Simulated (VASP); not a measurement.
# GaN in VASP: further runs, part 2 of 2

VASP 6.6.1.

## Step 4: Relaxation of the atoms, PBE

Contents of INCAR:

```
SYSTEM = GaN
  PREC = Accurate
  ENCUT = 520
  EDIFF = 1E-7
  ISMEAR = -1
  SIGMA = 0.01
  LREAL = Auto
  LASPH = .True.
  NELM = 120
  ALGO = Normal
  ISIF = 2
  LWAVE = .False.
  LCHARG = .False.
  GGA = PE
  IBRION = 2
  NSW = 100
  EDIFFG = -0.01
  GGA_COMPAT = .False.
  NELMIN = 4
  ISYM = -1
```

Contents of KPOINTS:

```
explicit points
1
Reciprocal
  0.25000000   0.25000000   0.25000000 1
```

Contents of POSCAR:

```
GaN
1.0
    6.4372426918      0.0000000000      0.0000000000
   -3.2186213459      5.5748157015      0.0000000000
    0.0000000000      0.0000000000     10.4870679887
Ga N
16 16
Direct
    0.3333333334      0.1666666666      0.2495684330
    0.1666666666      0.3333333334      0.4995684330
    0.3333333334      0.1666666666      0.7495684330
    0.1666666666      0.3333333334      0.9995684330
    0.3333333334      0.6666666666      0.2495684330
    0.1666666666      0.8333333333      0.4995684330
    0.3333333334      0.6666666666      0.7495684330
    0.1666666666      0.8333333333      0.9995684330
    0.8333333333      0.1666666666      0.2495684330
    0.6666666666      0.3333333334      0.4995684330
    0.8333333333      0.1666666666      0.7495684330
    0.6666666666      0.3333333334      0.9995684330
    0.8333333333      0.6666666666      0.2495684330
    0.6666666666      0.8333333333      0.4995684330
    0.8333333333      0.6666666666      0.7495684330
    0.6666666666      0.8333333333      0.9995684330
    0.3333333334      0.1666666666      0.4379315670
    0.1666666666      0.3333333334      0.1879315670
    0.3333333334      0.1666666666      0.9379315670
    0.1666666666      0.3333333334      0.6879315670
    0.3333333334      0.6666666666      0.4379315670
    0.1666666666      0.8333333333      0.1879315670
    0.3333333334      0.6666666666      0.9379315670
    0.1666666666      0.8333333333      0.6879315670
    0.8333333333      0.1666666666      0.4379315670
    0.6666666666      0.3333333334      0.1879315670
    0.8333333333      0.1666666666      0.9379315670
    0.6666666666      0.3333333334      0.6879315670
    0.8333333333      0.6666666666      0.4379315670
    0.6666666666      0.8333333333      0.1879315670
    0.8333333333      0.6666666666      0.9379315670
    0.6666666666      0.8333333333      0.6879315670
```

Potentials or basis: VASP PAW PBE potentials, release 64 (Ga_d, N).

The run is started by

```sh
$ cat potpaw_PBE.64/Ga_d/POTCAR potpaw_PBE.64/N/POTCAR > POTCAR
$ mpirun -np 1 vasp_std > vasp.out
```

OUTCAR:

```text
SYSTEM = GaN
   PREC = Accurate
   ENCUT = 520
   EDIFF = 1E-7
   ISMEAR = -1
   LREAL = Auto
   LASPH = .True.
   NELM = 120
   ISIF = 2
   GGA = PE
   IBRION = 2
   NSW = 100
   EDIFFG = -0.01
   NELMIN = 4
   ISYM = -1

 ion  position               nearest neighbor table
   1  0.333  0.167  0.250-  26 1.97  22 1.97  18 1.97  17 1.98
   2  0.167  0.333  0.500-  21 1.97  25 1.97  17 1.97  20 1.98
   3  0.333  0.167  0.750-  28 1.97  24 1.97  20 1.97  19 1.98
   4  0.167  0.333  1.000-  23 1.97  27 1.97  19 1.97  18 1.98
   5  0.333  0.667  0.250-  30 1.97  18 1.97  22 1.97  21 1.98
   6  0.167  0.833  0.500-  29 1.97  17 1.97  21 1.97  24 1.98
[... 24 lines left out ...]
  31  0.833  0.667  0.938-  12 1.97   8 1.97  16 1.97  15 1.98
  32  0.667  0.833  0.688-   7 1.97  11 1.97  15 1.97  14 1.98

[... 698 lines left out ...]
  free energy    TOTEN  =      -198.51166811 eV

  energy without entropy =     -198.51166811  energy(sigma->0) =     -198.51166811

 E-fermi :   4.7299     XC(G=0): -11.5298

 val. band max:        4.4175904607   @ k =   0.2500   0.2500   0.2500
 cond. band min:       8.9127528407   @ k =   0.2500   0.2500   0.2500
 fundamental gap:      4.4951623800
 Fermi energy:         4.7298963943

 k-point     1 :       0.2500    0.2500    0.2500
  band No.  band energies     occupation
      1     -10.3786      2.00000
      2     -10.1658      2.00000
      3     -10.0942      2.00000
      4     -10.0942      2.00000
      5      -9.9648      2.00000
      6      -9.9648      2.00000
[... 148 lines left out ...]
    155      10.8371      0.00000
    156      10.9498      0.00000
 [bands above 156 left out]

------------------------ aborting loop because EDIFF is reached ----------------------------------------

  FORCE on cell =-STRESS in cart. coord.  units (eV):
  Direction    XX          YY          ZZ          XY          YZ          ZX
  --------------------------------------------------------------------------------------
  -------------------------------------------------------------------------------------
  Total       -0.8592644     -6.8791430      2.1209149     -5.2133601      0.0820320      0.0473634
  in kB       -3.6580777    -29.2860257      9.0292014    -22.1944212      0.3492283      0.2016364
  external PRESSURE =      -7.9716340 kB  Pullay stress =       0.0000000 kB
[... 47 lines left out ...]
  FREE ENERGIE OF THE ION-ELECTRON SYSTEM (eV)
  ---------------------------------------------------
  free  energy   TOTEN  =      -198.5116681051 eV

  energy  without entropy=     -198.5116681051  energy(sigma->0) =     -198.51166811

 reached required accuracy - stopping structural energy minimisation
```

CONTCAR:

```text
GaN
   1.00000000000000
     6.4372426917999999    0.0000000000000000    0.0000000000000000
    -3.2186213458999999    5.5748157015000004    0.0000000000000000
     0.0000000000000000    0.0000000000000000   10.4870679886999998
  Ga              N
    16    16
Direct
     0.3343100947655008    0.1656201853296217    0.2492976618323732
     0.1656215466393324    0.3343101768879360    0.4992975305348094
     0.3343109236245569    0.1656208112558059    0.7492971975492362
     0.1656212754117888    0.3343109961815796    0.9992971515331470
     0.3343102505731862    0.6656209956624513    0.2492969384460497
     0.1656202513853999    0.8343113941281148    0.4992974514277865
[... 24 lines left out ...]
     0.8326293249614284    0.6674388825991155    0.9382025324131942
     0.6674390646346657    0.8326298372610382    0.6882026873623921

  0.00000000E+00  0.00000000E+00  0.00000000E+00
  0.00000000E+00  0.00000000E+00  0.00000000E+00
  0.00000000E+00  0.00000000E+00  0.00000000E+00
  0.00000000E+00  0.00000000E+00  0.00000000E+00
  0.00000000E+00  0.00000000E+00  0.00000000E+00
  0.00000000E+00  0.00000000E+00  0.00000000E+00
[... 24 lines left out ...]
  0.00000000E+00  0.00000000E+00  0.00000000E+00
  0.00000000E+00  0.00000000E+00  0.00000000E+00
```

It took 32 min on 1 thread of Intel Xeon Platinum 8375C at 2.90GHz (Ice Lake), shared host; peak memory 0.51 GiB.

What came out:

| Property | Result |
| --- | --- |
| Free energy | -198.5117 eV |
| Energy gained by relaxing | 0.3 meV/atom |
| Ionic steps | 9 |
| Pressure after relaxing | -0.8 GPa |
| Band gap on the k mesh | 4.50 eV |

The path:
| step | energy change (eV) | largest force (eV/Å) | pressure (GPa) |
| --- | --- | --- | --- |
| 1 | 0.0000 | 0.0870 | -0.81 |
| 2 | -0.0048 | 0.0286 | -0.79 |
| 3 | -0.0048 | 0.0337 | -0.79 |
| 4 | -0.0060 | 0.0264 | -0.79 |
| 5 | -0.0080 | 0.0137 | -0.79 |
| 6 | -0.0062 | 0.0398 | -0.80 |
| 7 | -0.0082 | 0.0116 | -0.79 |
| 8 | -0.0082 | 0.0130 | -0.80 |
| 9 | -0.0083 | 0.0011 | -0.80 |

Final structure:
```cif
data_structure
_symmetry_space_group_name_H-M 'P 1'
_symmetry_Int_Tables_number 1
_cell_length_a 6.4372
_cell_length_b 6.4372
_cell_length_c 10.4871
_cell_angle_alpha 90.000
_cell_angle_beta 90.000
_cell_angle_gamma 120.000
_cell_volume 376.34
loop_
_atom_site_label
_atom_site_type_symbol
_atom_site_fract_x
_atom_site_fract_y
_atom_site_fract_z
_atom_site_occupancy
Ga1 Ga 0.33431 0.16562 0.24930 1
Ga2 Ga 0.16562 0.33431 0.49930 1
Ga3 Ga 0.33431 0.16562 0.74930 1
Ga4 Ga 0.16562 0.33431 0.99930 1
Ga5 Ga 0.33431 0.66562 0.24930 1
Ga6 Ga 0.16562 0.83431 0.49930 1
Ga7 Ga 0.33431 0.66562 0.74930 1
Ga8 Ga 0.16562 0.83431 0.99930 1
Ga9 Ga 0.83431 0.16562 0.24930 1
Ga10 Ga 0.66562 0.33431 0.49930 1
Ga11 Ga 0.83431 0.16562 0.74930 1
Ga12 Ga 0.66562 0.33431 0.99930 1
Ga13 Ga 0.83431 0.66562 0.24930 1
Ga14 Ga 0.66562 0.83431 0.49930 1
Ga15 Ga 0.83431 0.66562 0.74930 1
Ga16 Ga 0.66562 0.83431 0.99930 1
N1 N 0.33263 0.16744 0.43820 1
N2 N 0.16744 0.33263 0.18820 1
N3 N 0.33263 0.16744 0.93820 1
N4 N 0.16744 0.33263 0.68820 1
N5 N 0.33263 0.66744 0.43820 1
N6 N 0.16744 0.83263 0.18820 1
N7 N 0.33263 0.66744 0.93820 1
N8 N 0.16744 0.83263 0.68820 1
N9 N 0.83263 0.16744 0.43820 1
N10 N 0.66744 0.33263 0.18820 1
N11 N 0.83263 0.16744 0.93820 1
N12 N 0.66744 0.33263 0.68820 1
N13 N 0.83263 0.66744 0.43820 1
N14 N 0.66744 0.83263 0.18820 1
N15 N 0.83263 0.66744 0.93820 1
N16 N 0.66744 0.83263 0.68820 1
```

Levels at points of the mesh, in eV from the valence-band top:
| k point | band 142 | band 143 | band 144 | band 145 | band 146 | band 147 |
| --- | --- | --- | --- | --- | --- | --- |
| (0.25, 0.25, 0.25) | -0.51 | -0.10 | 0.00 | 4.50 | 5.29 | 5.48 |

Caveat: a shifted mesh leaves out Γ, where band edges can lie. A k mesh can miss the band edges.

## Step 5: Summary

```tsv
task	cell	cutoff (eV)	gap on the mesh (eV)	pressure (GPa)	largest force (eV/Å)
single point	as given, atomic positions A	700	4.50	-0.9	0.09
single point	as given, atomic positions B	700	4.50	-0.9	0.01
relaxation of the atoms	atoms relaxed, atomic positions A	520	4.50	-0.8	-
```

Alike in all rows: level PBE; potentials or basis VASP PAW PBE potentials, release 64 (Ga_d, N); no spin polarisation; k mesh 1 × 1 × 1, shifted; smearing fermi-dirac 0.01 eV.

Caveats: a shifted mesh leaves out Γ, where band edges can lie.

Total energies depend on the potentials used, so only differences within one code and one set of settings carry meaning.
